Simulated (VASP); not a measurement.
Wanted: the native input for a VASP 6.6.1 run.

- Task: single point
- Functional: PBE
- Potentials or basis: VASP PAW PBE potentials, release 64 (Ru_pv)
- Cutoff: 520 eV
- k mesh: 24 × 24 × 12
- Occupations: gaussian, width 0.15 eV
- Spin: no spin polarisation
- Dipole correction: no
- Further INCAR settings: ALGO = Fast; EDIFF = 1e-07; NBANDS = 21

The structure of Ru lies in POSCAR:

```
Ru
1.0
    2.7057993342      0.0000000000      0.0000000000
   -1.3528996671      2.3432909610      0.0000000000
    0.0000000000      0.0000000000      4.2819000000
Ru
2
Direct
    0.3813427363      0.7626854726      0.2500000000
    0.6666666667      0.3333333333      0.7500000000
```

This cell differs from its parent crystal: atom 1 (Ru) moved by (+0.000, +0.225) A along x and y.

The input as run:

INCAR

```
PREC = Accurate ; ENCUT = 520
EDIFF = 1E-7 ; ISMEAR = 0
SIGMA = 0.15 ; LREAL = False
LASPH = True ; NELM = 80
ALGO = Fast ; ISIF = 2
LWAVE = False ; LCHARG = False
GGA = PE ; NBANDS = 21
```

KPOINTS

```
regular mesh
0
Gamma
  24 24 12
```

Potentials or basis: VASP PAW PBE potentials, release 64 (Ru_pv).

The run is started by

```bash
$ cat potpaw_PBE.64/Ru_pv/POTCAR > POTCAR
$ mpirun -np 1 vasp_std > vasp.out
```

Results of the run:

```json
{
 "Pressure": "7.1 GPa",
 "Largest force": "1.447 eV/Å",
 "Band gap on the k mesh": "zero (bands 14 and 15 overlap by 2.95 eV)"
}
```

Caveat: the cell differs from its parent crystal (atom 1 (Ru) moved by (+0.000, +0.225) A along x and y); the stress differs along the axes, from 2 to 9 GPa; forces of over 1 eV/Å act on the atoms, so gaps and moduli don't describe the material at rest.

Run time: 11 min on 1 thread of Oxide Virtual Turin-like Processor (shared host), peak memory 0.51 GiB.
